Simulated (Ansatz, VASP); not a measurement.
# Y: VASP beside Ansatz

INCAR

```
SYSTEM = Y
ALGO = Normal
EDIFF = 1E-6
ENCUT = 520
GGA = PE
ISIF = 2
ISMEAR = -1
LASPH = .TRUE.
LCHARG = .FALSE.
LREAL = .FALSE.
LWAVE = .FALSE.
NBANDS = 12
NELM = 60
PREC = Accurate
SIGMA = 0.1
```

KPOINTS

```
k-points
0
G
  12 12 12
  0 0 0
```

Contents of POSCAR:

```
Y
1.0
   -1.9954153599      1.9954153599      1.9954153599
    1.9954153599     -1.9954153599      1.9954153599
    1.9954153599      1.9954153599     -1.9954153599
Y
1
Direct
    0.0000000000      0.0000000000      0.0000000000
```

Input for Ansatz:

```yaml
crystal:
  lattice:
    - [-1.9954153599, 1.9954153599, 1.9954153599]
    - [1.9954153599, -1.9954153599, 1.9954153599]
    - [1.9954153599, 1.9954153599, -1.9954153599]
  atoms:
    - { symbol: "Y", position: [0.0, 0.0, 0.0] }
hamiltonian:
  xc: pbe
  pseudopotentials:
    kind: paw
    azcp:
      "Y": "pseudopotentials/Y.paw.azcp"
basis:
  ecutwfc: 420
  fft_grid_basis: typed
kpoints:
  mp_grid: { grid: [12, 12, 12], shift: [0, 0, 0] }
magnetization:
  spin_polarized: false
scf:
  occupations: { method: fermi_dirac, width: 0.1 }
  lower_state_search: "off"
output:
  stress: true
```

Alike in both runs: task single point; functional PBE; k mesh 12 × 12 × 12; occupations fermi-dirac, width 0.1 eV; no spin polarisation.

|  | VASP | Ansatz |
| --- | --- | --- |
| version | VASP 6.6.1 | Ansatz 0.2.0 |
| potentials or method | VASP PAW PBE potentials, release 64 (Y_sv), cutoff 520 eV | plane waves (420 eV) with PAW, scalar-relativistic |
| valence electrons in the cell | 11 | 11 |

```tsv
	VASP	Ansatz	Ansatz less VASP
pressure (GPa)	1.6	1.7	+0.12
```
